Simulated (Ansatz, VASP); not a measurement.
## La3LuO2 in VASP and in Ansatz

```
La Lu O
1.0
    -3.64292    3.64292    4.33964
     3.64292   -3.64292    4.33964
     3.64292    3.64292   -4.33964
La Lu O
3 1 2
Direct
  0.50000 0.00000 0.50000
  0.00000 0.50000 0.50000
  0.00000 0.00000 0.00000
  0.50000 0.50000 0.00000
  0.75000 0.25000 0.50000
  0.25000 0.75000 0.50000
```

Alike in both runs: functional PBE; k mesh 4 × 4 × 4; occupations gaussian, width 0.1 eV; no spin polarisation.

Ansatz relaxed the structure, and its values are those at the end. VASP's run is a single point on that final structure, the one shown.

```csv
,VASP,Ansatz
version,VASP 6.6.1,Ansatz 0.2.0
potentials or method,"VASP PAW PBE potentials, release 64 (La, Lu, O), cutoff 520 eV","scalar-relativistic, plane waves, PAW"
valence electrons in the cell,70,70
```

Ansatz gave:

```
gap on the k mesh at the Fermi level (eV) : none
pressure (GPa)                            : 0.0
```

Q: Estimate VASP's values.

A: gap on the k mesh at the Fermi level (eV): none; pressure (GPa): -0.1.

A gap of «none» marks a metal or a gap that the smearing closes.

Spin-orbit coupling is off throughout.
